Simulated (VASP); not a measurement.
Set up this calculation in VASP 6.6.1, as the native input.

| Item | Value |
| --- | --- |
| Task | single point |
| Functional | PBE |
| Potentials or basis | VASP PAW PBE potentials, release 64 (Fe, Al) |
| Cutoff | 520 eV |
| k mesh | 8 × 8 × 8 |
| Occupations | fermi-dirac, width 0.05 eV |
| Spin | collinear spin, ferromagnetic start |
| Starting moments | [2.2, 0.0] μB |
| Fixed moment | 2.2 μB |
| Dipole correction | no |
| Further INCAR settings | ALGO = Normal; EDIFF = 1e-07; NBANDS = 16 |

The structure of AlFe lies in POSCAR:

```
AlFe
1.0
    2.9100000000      0.0000000000      0.0000000000
    0.0000000000      2.9100000000      0.0000000000
    0.0000000000      0.0000000000      2.9100000000
Fe Al
1 1
Direct
    0.5000000000      0.5000000000      0.5000000000
    0.0000000000      0.0000000000      0.0000000000
```

One way to write it, as run:

INCAR

```
SYSTEM = AlFe
PREC = Accurate ; ENCUT = 520
EDIFF = 1E-7 ; ISMEAR = -1
SIGMA = 0.05 ; LREAL = .FALSE.
LASPH = .TRUE. ; NELM = 150
ALGO = Normal ; ISIF = 2
LWAVE = .FALSE. ; LCHARG = .FALSE.
ISPIN = 2 ; MAGMOM = 2.2 0
LORBIT = 11 ; NUPDOWN = 2.2
LMAXMIX = 4 ; GGA = PE
NBANDS = 16
```

KPOINTS

```
Automatic mesh
0
G
  8 8 8
  0 0 0
```

Potentials or basis: VASP PAW PBE potentials, release 64 (Fe, Al).

The run is started by

```console
$ cat potpaw_PBE.64/Fe/POTCAR potpaw_PBE.64/Al/POTCAR > POTCAR
$ mpirun -np 1 vasp_std > vasp.out
```

Results of the run:

```
Pressure                                              : 6.8 GPa
Net moment                                            : 2.20 μB per cell
Site moments                                          : Fe +2.21; Al -0.03 μB
Valence electrons inside the program's atomic spheres : Fe 7.31; Al 0.83
```

Caveat: the total moment is fixed, so each spin has its own Fermi level.

It took 17 s on 1 thread of Intel(R) Xeon(R) Platinum 8488C (Sapphire Rapids) (shared host), peak memory 0.15 GiB.
